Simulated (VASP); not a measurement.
A run of VASP 6.6.1:

File INCAR:

```
  ALGO = Normal
  EDIFF = 1E-6
  ENCUT = 520
  GGA = PE
  ISIF = 2
  ISMEAR = -1
  ISYM = 0
  LASPH = True
  LCHARG = True
  LELF = True
  LREAL = Auto
  LVHAR = True
  LWAVE = False
  NBANDS = 77
  NELM = 80
  PREC = Accurate
  SIGMA = 0.1379
```

KPOINTS

```
k-points
0
Gamma
  1 1 1
```

The input POSCAR:

```
K7NaCl8
1.0
    8.0552110000      0.0523980000     -0.0749070000
    0.0523980000      8.1439380000      0.0866740000
   -0.0749070000      0.0866740000      8.1384140000
Na Cl K
1 8 7
Direct
    0.7772191719      0.5424827687      0.9574063208
    0.4800848113      0.5089084562      0.4362507955
   -0.0304944991      0.6144468244      0.6701664703
    0.7791054202      0.8674554312      0.0941364764
   -0.0056842271      0.4245143088      0.2057091048
    0.4161893961      0.0713357636      0.3463261445
    0.7602139901      0.2179543934      0.8090227863
    0.4638875779      0.4696145955      1.0111229352
    0.2799167674      0.9498185618      0.8034525095
    0.1925012891      0.8385604433      0.5283136624
    0.4302007335      0.2614148218      0.6723843464
    0.2357121372      0.7540019959      0.1655011800
    0.6318959996      0.2381717223      0.2037770673
    0.1005756609      0.1627108627     -0.0197191959
    0.7734600072      0.6464838183      0.4035940209
    0.6025793246      0.8300976620      0.7773514010
```

Potentials or basis: VASP PAW PBE potentials, release 64 (Na_pv, Cl, K_sv).

Run with:

```sh
$ cat potpaw_PBE.64/Na_pv/POTCAR potpaw_PBE.64/Cl/POTCAR potpaw_PBE.64/K_sv/POTCAR > POTCAR
$ mpirun -np 1 vasp_gam > vasp.out
```

Hardware: 1 thread of Intel(R) Xeon(R) 6975P-C (Granite Rapids), with other jobs on the host.

**Question.** How long does it take, and how much memory?

**Answer.** Run time: 48 s on 1 thread of Intel(R) Xeon(R) 6975P-C (Granite Rapids) (shared host), peak memory 0.5 GiB. Counts: scf iterations 16, k points 1.
